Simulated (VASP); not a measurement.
# ZnS: single point with r2SCAN

ZnS:

```
Zn S
1.0
    -3.80874    0.00000    0.00000
    -1.90437   -3.29846    0.00000
     0.00000    0.00000   12.16647
Zn S
4 4
Direct
  0.00000 0.00000 0.67245
  0.00000 0.00000 0.16012
  0.33333 0.33333 0.92857
  0.66667 0.66667 0.41624
  0.00000 0.00000 0.86418
  0.00000 0.00000 0.35185
  0.33333 0.33333 0.09604
  0.66667 0.66667 0.60837
```

This cell differs from its parent crystal: the distance across one plane changed.

* Program: VASP 6.6.1
* Task: single point
* Functional: r2SCAN
* Potentials or basis: VASP PAW PBE potentials, release 64 (Zn, S)
* Cutoff: 520 eV
* k mesh: 7 × 7 × 2
* Occupations: gaussian, width 0.05 eV
* Spin: no spin polarisation
* Dipole correction: no
* Further INCAR settings: ALGO = Normal; EDIFF = 1e-06; NBANDS = 46

```
Pressure               : 3.2 GPa
Largest force          : 3.691 eV/Å
Band gap on the k mesh : 2.77 eV
```

Forces on the atoms (eV/Å):
```
Zn   0.000  0.000  0.109
Zn   0.000  0.000  0.279
Zn   0.000  0.000 -3.345
Zn   0.000  0.000  0.130
S    0.000  0.000 -0.626
S    0.000  0.000 -0.114
S    0.000  0.000  3.691
S    0.000  0.000 -0.125
```

Stress tensor (GPa, compression positive):
```
0.51 0.00 0.00
0.00 0.51 0.00
0.00 0.00 8.68
```

Levels at points of the mesh, in eV from the valence-band top:
```csv
k point,band 34,band 35,band 36,band 37,band 38,band 39
"(0.00, 0.00, 0.00)",-0.02,0.00,0.00,2.77,3.53,3.93
"(0.00, 0.00, 0.50)",-0.30,-0.08,-0.08,3.42,3.53,3.78
```

Wall time 3.3 min on 1 thread of Intel(R) Xeon(R) 6975P-C (Granite Rapids), on a shared host, peak memory 0.31 GiB.

Caveat: the cell differs from its parent crystal (the distance across one plane changed); the cell stands under pressure; the PAW data sets were made with another functional, which shifts forces and pressure a little.
